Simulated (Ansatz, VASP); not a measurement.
**SnO2: VASP beside Ansatz**

Contents of INCAR:

```
ALGO = Normal ; EDIFF = 1E-6
ENCUT = 520 ; GGA = PE
ISIF = 2 ; ISMEAR = -1
LASPH = T ; LCHARG = F
LREAL = F ; LWAVE = F
NBANDS = 20 ; NELM = 80
PREC = Accurate ; SIGMA = 0.05
```

Contents of KPOINTS:

```
k-points
0
Gamma
  9 6 5
```

File POSCAR:

```
SnO2
1.0
    2.9824099912      0.0000000000      0.0000000000
    0.0000000000      4.8975815045      0.0000000000
    0.0000000000      0.0000000000      5.8961803679
Sn O
1 2
Direct
    0.5000000000      0.5000000000      0.0000000000
    0.0000000000      0.5000000000      0.7757200000
    0.0000000000      0.5000000000      0.2242800000
```

The input input.yaml:

```yaml
crystal:
  lattice:
    - [2.9824099912, 0.0, 0.0]
    - [0.0, 4.8975815045, 0.0]
    - [0.0, 0.0, 5.8961803679]
  atoms:
    - { symbol: Sn, position: [0.5, 0.5, 0.0] }
    - { symbol: O, position: [0.0, 0.5, 0.77572] }
    - { symbol: O, position: [0.0, 0.5, 0.22428] }
kpoints:
  mp_grid: { grid: [9, 6, 5] }
scf:
  occupations: { method: fermi_dirac, width: 0.05 }
hamiltonian:
  xc: pbe
  pseudopotentials: { kind: all_electron, lapw: { basis_error: 0.001 } }
output:
  forces: true
  stress: true
  eigenvalues: true
```

Change from the starting cell: volume scaled by 0.96.

Alike in both runs: task single point; functional PBE; k mesh 9 × 6 × 5; occupations fermi-dirac, width 0.05 eV; no spin polarisation.

|  | VASP | Ansatz |
| --- | --- | --- |
| version | VASP 6.6.1 | Ansatz 0.2.0 |
| potentials or method | VASP PAW PBE potentials, release 64 (Sn_d, O), cutoff 520 eV | all-electron LAPW, scalar-relativistic |

Ansatz gave:

| Quantity | Value |
| --- | --- |
| gap on the k mesh at the Fermi level (eV) | 1.34 |
| least direct gap on the mesh (eV) | 1.88 |
| pressure (GPa) | 3.1 |
| traceless stress, the component that is largest in VASP (GPa) | -2.54 |
| rms of the force components (eV/Å) | 0.284 |

**Question.** What did VASP give for the same quantities?

**Answer.** gap on the k mesh at the Fermi level (eV): 1.31; least direct gap on the mesh (eV): 1.86; pressure (GPa): 3.4; traceless stress, the component that is largest in VASP (GPa): -2.97; rms of the force components (eV/Å): 0.334.

Atom by atom the forces differ by 0.050 eV/Å (rms over components). Ansatz ran all-electron here, and VASP with PAW potentials.
